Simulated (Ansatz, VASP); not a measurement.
## HfO2: VASP beside Ansatz

```
Hf O
1.0
    -2.55750   -2.55750    0.00000
     2.55750   -2.55750    0.00000
    -0.85267    0.00000   10.23000
Hf O
4 8
Cartesian
  0.0000 0.0000 9.5906
  0.0000 -2.5575 1.9181
  0.0000 0.0000 4.4756
  0.0000 -2.5575 7.0331
  -1.2788 -1.2788 0.6394
  1.2788 -1.2788 3.1969
  -1.2787 -1.2787 5.7544
  1.2788 -1.2788 8.3119
  -1.2788 -1.2788 3.1969
  1.2787 -1.2787 5.7544
  -1.2788 -1.2788 8.3119
  1.2788 -1.2788 0.6394
```

Alike in both runs: task single point; functional r2SCAN; k mesh 6 × 6 × 3; occupations gaussian, width 0.05 eV; no spin polarisation.

|  | VASP | Ansatz |
| --- | --- | --- |
| version | VASP 6.6.1 | Ansatz 0.2.0 |
| potentials or method | VASP PAW PBE potentials, release 64 (Hf_pv, O), cutoff 520 eV | scalar-relativistic, plane waves, PAW |
| valence electrons in the cell | 88 | 152 |

Ansatz gave:

```
gap on the k mesh at the Fermi level (eV)                     : 3.52
least direct gap on the mesh (eV)                             : 3.77
pressure (GPa)                                                : -0.1
traceless stress, the component that is largest in VASP (GPa) : 6.02
rms of the force components (eV/Å)                            : 1.637
```

Question: Estimate VASP's values.

Answer: gap on the k mesh at the Fermi level (eV): 3.52; least direct gap on the mesh (eV): 3.76; pressure (GPa): -3.6; traceless stress, the component that is largest in VASP (GPa): 5.91; rms of the force components (eV/Å): 1.623.

VASP's potentials were made for PBE, not for r2SCAN. Atom by atom the forces differ by 0.028 eV/Å (rms over components). With one functional, cell and mesh, what is left measures potentials, basis and numerics. VASP's potentials hold 88 valence electrons a cell and Ansatz's 152, so a difference there can come from the potentials and not from the codes.

Neither program's run includes spin-orbit coupling.
